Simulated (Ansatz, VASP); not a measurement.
**H6Pb in VASP and in Ansatz**

The input INCAR:

```
PREC = Accurate
ENCUT = 500
EDIFF = 1E-7
ISMEAR = 0
SIGMA = 0.1
LREAL = F
LASPH = T
NELM = 120
ALGO = Normal
ISIF = 3
LWAVE = F
LCHARG = F
GGA = PE
IBRION = 2
NSW = 90
EDIFFG = -0.04
GGA_COMPAT = F
NELMIN = 4
```

Contents of KPOINTS:

```
regular mesh
0
Gamma
  6 6 6
```

File POSCAR:

```
H6Pb
1.0
    0.0000000000      3.1013285458      3.1013285458
    3.1013285458      0.0000000000      3.1013285458
    3.1013285458      3.1013285458      0.0000000000
H Pb
6 1
Direct
    0.5000000000      0.5000000000      0.0000000000
    0.5000000000      0.0000000000      0.5000000000
    0.0000000000      0.0000000000      0.5000000000
    0.0000000000      0.5000000000      0.0000000000
    0.0000000000      0.5000000000      0.5000000000
    0.5000000000      0.0000000000      0.0000000000
    0.0000000000      0.0000000000      0.0000000000
```

Input for Ansatz:

```yaml
crystal:
  lattice:
    - [0.0, 3.1013285458, 3.1013285458]
    - [3.1013285458, 0.0, 3.1013285458]
    - [3.1013285458, 3.1013285458, 0.0]
  atoms:
    - { symbol: H, position: [0.5, 0.5, 0.0] }
    - { symbol: H, position: [0.5, 0.0, 0.5] }
    - { symbol: H, position: [0.0, 0.0, 0.5] }
    - { symbol: H, position: [0.0, 0.5, 0.0] }
    - { symbol: H, position: [0.0, 0.5, 0.5] }
    - { symbol: H, position: [0.5, 0.0, 0.0] }
    - { symbol: Pb, position: [0.0, 0.0, 0.0] }
basis:
  ecutwfc: 420
kpoints:
  mp_grid: { grid: [6, 6, 6] }
hamiltonian:
  xc: pbe
scf:
  occupations: { method: gaussian, width: 0.1 }
  lower_state_search: "off"
output:
  forces: true
  stress: true
  eigenvalues: true
relax:
  adjacent_minimum: "off"
  f_tol: 0.04
  max_steps: 70
  cell: { stress_tol: 0.4 }
```

Change from the starting cell: species swapped into the Zn6Mo type (Fm-3m, No. 225).

Alike in both runs: task relaxation of cell and atoms; functional PBE; k mesh 6 × 6 × 6; occupations gaussian, width 0.1 eV; no spin polarisation.

|  | VASP | Ansatz |
| --- | --- | --- |
| version | VASP 6.6.1 | Ansatz 0.2.0 |
| potentials or method | VASP PAW PBE potentials, release 64 (H, Pb_d), cutoff 500 eV | scalar-relativistic, plane waves, PAW |
| valence electrons in the cell | 20 | 20 |

```tsv
	VASP	Ansatz	Ansatz less VASP
gap on the k mesh at the Fermi level, each at its own relaxed structure (eV)	none	none	-
relaxed volume (Å³/atom)	8.45	8.39	-0.067
relaxed cell length with the largest relative difference (Å)	4.374	4.362	-0.0117
```

A gap of «none» marks a metal or a gap that the smearing closes.

Spin-orbit coupling is off throughout.
